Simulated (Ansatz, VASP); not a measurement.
**One calculation of HfN, two programs**

```
CELL_PARAMETERS angstrom
-0.02259 2.24770 2.24770
2.24770 -0.02259 2.24770
2.24770 2.24770 -0.02259
ATOMIC_POSITIONS crystal
Hf 0.00000 0.00000 0.00000
N 0.50000 0.50000 0.50000
```

Change from the starting cell: equal xy, yz and zx shear strains of -1 %.

Alike in both runs: task single point; functional PBE; k mesh 10 × 10 × 10; occupations fermi-dirac, width 0.03 eV; no spin polarisation.

```csv
,VASP,Ansatz
version,VASP 6.6.1,Ansatz 0.2.0
potentials or method,"VASP PAW PBE potentials, release 64 (Hf_pv, N), cutoff 520 eV","all-electron LAPW, scalar-relativistic"
```

```tsv
	VASP	Ansatz	Ansatz less VASP
pressure (GPa)	3.1	5.5	+2.45
traceless stress, the component that is largest in VASP (GPa)	0.91	0.89	-0.016
```

Ansatz ran all-electron here, and VASP with PAW potentials.

Neither program's run includes spin-orbit coupling.
